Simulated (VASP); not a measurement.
# Si2WC3 (Pmm2) in VASP: single point with PBE

Aim: the single point of Si2WC3 with PBE.

All numbers are computed with VASP 6.6.1; they aren't measurements. Logs are shortened: lines on timing, memory, paths and dates and some standing lists are left out, and cuts for length are marked.

## (1) The cell of the first run

The typed cell holds 6 atoms: a = 5.235 Å, b = 6.967 Å, c = 2.768 Å, α = 90.00°, β = 90.00°, γ = 90.00°.

The cell was generated, and may not be a known phase.

## (2) Single point, PBE

INCAR

```
SYSTEM = Si2WC3
ALGO = Normal ; EDIFF = 1E-6
ENCUT = 600 ; GGA = PE
GGA_COMPAT = .FALSE. ; ISIF = 2
ISMEAR = 0 ; LASPH = .TRUE.
LCHARG = .FALSE. ; LREAL = .FALSE.
LWAVE = .FALSE. ; NBANDS = 26
NELM = 120 ; PREC = Accurate
SIGMA = 0.2
```

KPOINTS

```
k-points
0
G
  4 3 4
  0 0 0
```

POSCAR

```
Si2WC3
1.0
    5.2348333543      0.0000000000      0.0000000000
    0.0000000000      6.9673665299      0.0000000000
    0.0000000000      0.0000000000      2.7679834816
Si W C
2 1 3
Direct
    0.0000000000      0.6982345625      0.0284256356
    0.0000000000      0.3017654375      0.0284256356
    0.0000000000      0.0000000000      0.5286253931
    0.7474923632      0.5000000000      0.0283469553
    0.2525076368      0.5000000000      0.0283469553
    0.5000000000      0.5000000000      1.0282124551
```

Potentials or basis: VASP PAW PBE potentials, release 64 (Si, W_sv, C).

The run is started by

```sh
cat potpaw_PBE.64/Si/POTCAR potpaw_PBE.64/W_sv/POTCAR potpaw_PBE.64/C/POTCAR > POTCAR
mpirun -np 1 vasp_std > vasp.out
```

OUTCAR:

```text
SYSTEM = Si2WC3
   EDIFF = 1E-6
   ENCUT = 600
   GGA = PE
   ISIF = 2
   ISMEAR = 0
   LASPH = .TRUE.
   LREAL = .FALSE.
   NELM = 120
   PREC = Accurate

 ion  position               nearest neighbor table
   1  0.000  0.698  0.028-   4 1.91   5 1.91   3 2.52   3 2.52   2 2.76
   2  0.000  0.302  0.028-   4 1.91   5 1.91   3 2.52   3 2.52   1 2.76
   3  0.000  0.000  0.529-   1 2.52   2 2.52   1 2.52   2 2.52
   4  0.747  0.500  0.028-   6 1.30   2 1.91   1 1.91
   5  0.253  0.500  0.028-   6 1.30   2 1.91   1 1.91
   6  0.500  0.500  0.028-   4 1.30   5 1.30

  LATTYP: Found a simple orthorhombic cell.
 ALAT       =     2.7679834816
 B/A-ratio  =     1.8912083071
 C/A-ratio  =     2.5171272069

  Lattice vectors:

 A1 = (   0.0000000000,   0.0000000000,   2.7679834816)
 A2 = (   5.2348333543,   0.0000000000,   0.0000000000)
 A3 = (   0.0000000000,   6.9673665299,   0.0000000000)

Analysis of symmetry for initial positions (statically):
=====================================================================
 Subroutine PRICEL returns:
 Original cell was already a primitive cell.

 Routine SETGRP: Setting up the symmetry group for a
 simple orthorhombic supercell.

 Subroutine GETGRP returns: Found  4 space group operations
 (whereof  4 operations were pure point group operations)
 out of a pool of  8 trial point group operations.

The static configuration has the point symmetry C_2v.

Analysis of symmetry for dynamics (positions and initial velocities):
=====================================================================
 Subroutine PRICEL returns:
 Original cell was already a primitive cell.

 Routine SETGRP: Setting up the symmetry group for a
 simple orthorhombic supercell.

 Subroutine GETGRP returns: Found  4 space group operations
 (whereof  4 operations were pure point group operations)
 out of a pool of  8 trial point group operations.

The dynamic configuration has the point symmetry C_2v.

 Subroutine INISYM returns: Found  4 space group operations
 (whereof  4 operations are pure point group operations),
 and found     1 'primitive' translations

----------------------------------------------------------------------------------------

                                     Primitive cell
[... 91 lines left out ...]
   NELM   =    120;   NELMIN=  2; NELMDL= -5     # of ELM steps
   EDIFF  = 0.1E-05   stopping-criterion for ELM
   LREAL  =      F    real-space projection
   EDIFFG = 0.1E-04   stopping-criterion for IOM
   NSW    =      0    number of steps for IOM
   IBRION =     -1    ionic relax: 0-MD 1-quasi-New 2-CG
   NFREE  =      0    steps in history (QN), initial steepest desc. (CG)
   ISIF   =      2    stress and relaxation
   ISYM   =      2    0-nonsym 1-usesym 2-fastsym
   POTIM  = 0.5000    time-step for ionic-motion
   TEBEG  =    0.0;   TEEND  =   0.0 temperature during run
   PSTRESS=    0.0 pullay stress
   NELECT =      34.0000    total number of electrons
   NUPDOWN=      -1.0000    fix difference up-down
   EMIN   =  10.00;   EMAX   =-10.00  energy-range for DOS
   EFERMI =   0.00;   METHOD = LEGACY
   ISMEAR =     0;   SIGMA  =   0.20  broadening in eV -4-tet -1-fermi 0-gaus
   EFERMI_NEDOS =   21; number of points for ismear=-14 and -15
   IALGO  =     38    algorithm
   IMIX   =      4    mixing-type and parameters
     AMIX     =   0.40;   BMIX     =  1.00
     AMIX_MAG =   1.60;   BMIX_MAG =  1.00
  volume/ion in A,a.u.               =      16.83       113.55
  Fermi-wavevector in a.u.,A,eV,Ry     =   1.138998  2.152393 17.651049  1.297315
  Thomas-Fermi vector in A             =   2.275701
   LORBIT       =      0    0 simple, 1 ext, 2 COOP (PROOUT), +10 PAW based schemes
   GGA     = PE    functional components
   LHFCALC =     F    Hartree Fock is set to
   AEXX    =    0.0000 exact exchange contribution
   IVDW    =     0    specifies the selected vdW correction
   LEPSILON=     F    determine dielectric tensor
   LRPA    =     F    only Hartree local field effects (RPA)
 non-spin polarized calculation
 Gauss-broadening in eV      SIGMA  =   0.20
  energy-cutoff  :      600.00
  volume of cell :      100.96
 maximum number of plane-waves:      3392
 NGX is ok and might be reduce to    42
   NGX = 21   NGY = 27   NGZ = 11

 number of electron      34.0000002 magnetization

 Free energy of the ion-electron system (eV)
  ---------------------------------------------------
  ext. energy  EPLUGINS =         0.00000000
  ---------------------------------------------------
  free energy    TOTEN  =       -45.54802321 eV

  energy without entropy =      -45.48368789  energy(sigma->0) =      -45.51585555

 E-fermi :   4.2060     XC(G=0):  -9.3563

 val. band max:        4.2018384802   @ k =   0.5000   0.3333   0.5000
 cond. band min:       4.2076520104   @ k =   0.0000   0.3333   0.2500
 fundamental gap:      0.0058135302
 Fermi energy:         4.2059589201

 k-point     1 :       0.0000    0.0000    0.0000
  band No.  band energies     occupation
      1     -69.4508      2.00000
      2     -33.7955      2.00000
      3     -33.7445      2.00000
      4     -33.1121      2.00000
      5     -12.2348      2.00000
      6      -8.8474      2.00000
[... 511 lines left out ...]
     25       9.5024      0.00000
     26      11.4459      0.00000

------------------------ aborting loop because EDIFF is reached ----------------------------------------

  FORCE on cell =-STRESS in cart. coord.  units (eV):
  Direction    XX          YY          ZZ          XY          YZ          ZX
  --------------------------------------------------------------------------------------
  -------------------------------------------------------------------------------------
  Total       -0.0704016     -0.0910513     -0.1222150      0.0000000      0.0000000      0.0000000
  in kB       -1.1172698     -1.4449790     -1.9395454      0.0000000      0.0000000      0.0000000
  external PRESSURE =      -1.5005981 kB  Pullay stress =       0.0000000 kB

 VOLUME and BASIS-vectors are now :
 -----------------------------------------------------------------------------
  energy-cutoff  :      600.00
  volume of cell :      100.96
      direct lattice vectors                 reciprocal lattice vectors
     5.234833354  0.000000000  0.000000000     0.191028049  0.000000000  0.000000000
     0.000000000  6.967366530  0.000000000     0.000000000  0.143526251  0.000000000
     0.000000000  0.000000000  2.767983482     0.000000000  0.000000000  0.361273832

 POSITION                                       TOTAL-FORCE (eV/Angst)
 -----------------------------------------------------------------------------------
      0.00000      4.86486      0.07868         0.000000     -0.026740      0.001258
      0.00000      2.10251      0.07868         0.000000      0.026740      0.001258
      0.00000      0.00000      1.46323         0.000000      0.000000     -0.004310
      3.91300      3.48368      0.07846         0.040940      0.000000     -0.000658
      1.32184      3.48368      0.07846        -0.040940      0.000000     -0.000658
      2.61742      3.48368      0.07809         0.000000      0.000000      0.003109
 -----------------------------------------------------------------------------------
    total drift:                               -0.000000     -0.000000      0.000056

  FREE ENERGIE OF THE ION-ELECTRON SYSTEM (eV)
  ---------------------------------------------------
  free  energy   TOTEN  =       -45.5480232134 eV

  energy  without entropy=      -45.4836878946  energy(sigma->0) =      -45.51585555
```

Run time: 50 s. Hardware: 1 thread of Intel Xeon Platinum 8375C at 2.90GHz (Ice Lake), shared host; peak memory 0.25 GiB.

Results:

| Property | Result |
| --- | --- |
| Free energy | -45.5480 eV |
| Pressure | -0.2 GPa |
| Largest force | 0.041 eV/Å |
| Band gap on the k mesh | zero (bands 17 and 18 overlap by 1.21 eV) |

Forces in eV/Å, atoms in the order of the input:
```
Si   0.000 -0.027  0.001
Si   0.000  0.027  0.001
W    0.000  0.000 -0.004
C    0.041  0.000 -0.001
C   -0.041  0.000 -0.001
C    0.000  0.000  0.003
```

Caveat: the k points lie up to 0.57 Å⁻¹ apart, too coarse for converged energies and pressures of a metal; spin-orbit coupling is left out, which moves the levels of the heavy elements.
